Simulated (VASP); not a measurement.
KSc3Si4: single point with PBE

The system is KSc3Si4.

```
CELL_PARAMETERS angstrom
-3.41141 3.41141 3.41141
3.41141 -3.41141 3.41141
3.41141 3.41141 -3.41141
ATOMIC_POSITIONS crystal
K 0.00000 0.00000 0.00000
Sc 0.50000 0.50000 0.00000
Sc 0.50000 0.00000 0.50000
Sc 0.00000 0.50000 0.50000
Si 0.50000 0.50000 0.50000
Si 0.00000 0.00000 0.50000
Si 0.00000 0.50000 0.00000
Si 0.50000 0.00000 0.00000
```

```
Program                : VASP 6.6.1
Task                   : single point
Functional             : PBE
Potentials or basis    : VASP PAW PBE potentials, release 64 (K_sv, Sc_sv, Si)
Cutoff                 : 520 eV
k mesh                 : 4 × 4 × 4
Occupations            : gaussian, width 0.1 eV
Spin                   : collinear spin
Starting moments       : [0.0, 1.0, 1.0, 1.0, 0.0, 0.0, 0.0, 0.0] μB
Dipole correction      : no
Further INCAR settings : ALGO = Normal; EDIFF = 1e-06; NBANDS = 43
```

| Quantity | Value |
| --- | --- |
| Pressure | -0.2 GPa |
| Band gap on the k mesh | zero (filled and empty bands overlap) |
| Net moment | 0.00 μB per cell |
| Valence electrons inside the program's atomic spheres | K 7.73; Sc 9.35; Si 1.61 |

Levels at points of the mesh, in eV from the Fermi level:
Spin up:
| k point | band 27 | band 28 | band 29 | band 30 | band 31 | band 32 |
| --- | --- | --- | --- | --- | --- | --- |
| (0.00, 0.00, 0.00) | -0.90 | -0.90 | -0.21 | -0.01 | -0.01 | 1.14 |
| (0.50, 0.00, 0.00) | -1.81 | -1.50 | -0.05 | 0.34 | 0.43 | 0.76 |
| (0.50, 0.50, 0.50) | -0.17 | -0.17 | -0.17 | 0.09 | 0.58 | 0.58 |
Spin down:
| k point | band 25 | band 26 | band 27 | band 28 | band 29 | band 30 | band 31 | band 32 | band 33 | band 34 |
| --- | --- | --- | --- | --- | --- | --- | --- | --- | --- | --- |
| (0.00, 0.00, 0.00) | -2.18 | -2.18 | -0.90 | -0.90 | -0.21 | -0.01 | -0.01 | 1.14 | 1.14 | 1.14 |
| (0.50, 0.00, 0.00) | -2.06 | -1.83 | -1.81 | -1.50 | -0.05 | 0.34 | 0.43 | 0.76 | 0.89 | 1.04 |
| (0.50, 0.50, 0.50) | -3.28 | -3.28 | -0.17 | -0.17 | -0.17 | 0.09 | 0.58 | 0.58 | 0.58 | 0.77 |

It took 3.1 min on 1 thread of AMD EPYC 7R13 Processor (Zen 3), on a shared host, peak memory 0.41 GiB.
